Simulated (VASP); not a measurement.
Set up this calculation in VASP 6.6.1, as the native input.

```yaml
Task: single point
Functional: PBE
Potentials_or_basis: VASP PAW PBE potentials, release 64 (Cs_sv, Ta_pv)
Cutoff: 520 eV
k_mesh: 8 × 4 × 4
Occupations: gaussian, width 0.2 eV
Spin: no spin polarisation
Dipole_correction: no
Further_INCAR_settings: ALGO = Fast; EDIFF = 1e-07; NBANDS = 40
```

The structure of CsTa2 lies in POSCAR:

```
CsTa2
1.0
   -0.0031790640      0.0024537494     -2.9867949294
   -2.5375835083     -4.3917421445      0.0004519499
   -7.6620338016      4.4221153929     -0.0127056510
Cs Ta
2 4
Direct
    0.7498693876     -0.0000037306      0.9991245944
    0.2501269059      0.5000050785      0.5008730938
    0.7494920528      0.5001236416      0.8404465807
    0.7477824127      1.0000915524      0.3266543651
    0.2504639791     -0.0001222879      0.6595333905
    0.2522652620      0.4999057460      0.1733679755
```

The input as run:

INCAR

```
SYSTEM = CsTa2
PREC = Accurate
ENCUT = 520
EDIFF = 1E-7
ISMEAR = 0
SIGMA = 0.2
LREAL = .False.
LASPH = .True.
NELM = 60
ALGO = Fast
ISIF = 2
LWAVE = .False.
LCHARG = .False.
GGA = PE
NBANDS = 40
```

KPOINTS

```
Automatic mesh
0
Gamma
  8 4 4
  0 0 0
```

Potentials or basis: VASP PAW PBE potentials, release 64 (Cs_sv, Ta_pv).

Command:

```sh
$ cat potpaw_PBE.64/Cs_sv/POTCAR potpaw_PBE.64/Ta_pv/POTCAR > POTCAR
$ mpirun -np 1 vasp_std > vasp.out
```

It gave:

* Pressure: 1.2 GPa
* Largest force: 0.042 eV/Å
* Band gap on the k mesh: zero (bands 31 and 32 overlap by 1.35 eV)

Caveat: spin-orbit coupling is left out, which moves the levels of the heavy elements.

Wall time 4.7 min on 1 thread of AMD EPYC 9R45 96-Core Processor (Zen 5), on a shared host, peak memory 0.4 GiB.
